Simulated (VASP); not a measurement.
Runs of VASP 6.6.1 on GeIrRu3. The structure is that of space group Pm-3m (No. 221), or close to it. The cells are those of the table. The cell was generated, and may not be a known phase.

| task | cell | k mesh | cutoff (eV) | gap on the mesh (eV) | pressure (GPa) | relaxed volume (Å³/atom) |
| --- | --- | --- | --- | --- | --- | --- |
| single point | a = 3.977 Å, 5 atoms | 4 × 4 × 4 | 520 | none | 119.0 | - |
| single point | a = 4.419 Å, 5 atoms | 8 × 8 × 8 | 520 | none | (b) | - |
| relaxation of cell and atoms | relaxed from a = 3.977 Å, 5 atoms | 4 × 4 × 4 | 600 | none | 0.0 | 17.33 |
| relaxation of cell and atoms | relaxed from a = 4.420 Å, 5 atoms | 8 × 8 × 8 | 600 | none | 0.0 | (a) |
| single point | a = 4.420 Å, 5 atoms | 4 × 4 × 4 | 520 | none | 0.6 | - |

Alike in all rows: level PBE; potentials or basis VASP PAW PBE potentials, release 64 (Ge_d, Ru_pv, Ir); no spin polarisation; smearing gaussian 0.1 eV.

Question: Estimate the missing entries.

Answer: (a) 17.29; (b) 0.3.

Caveats: some runs use coarse meshes; spin-orbit coupling is left out, which moves the levels of the heavy elements; the volume moved by over 15 % at a fixed basis, so the end points are rough (at least some runs).

A k mesh can miss the band edges, and the runs leave out spin-orbit coupling on Ge, Ir, Ru.

A gap of «none» marks levels without a gap at the run's occupations.
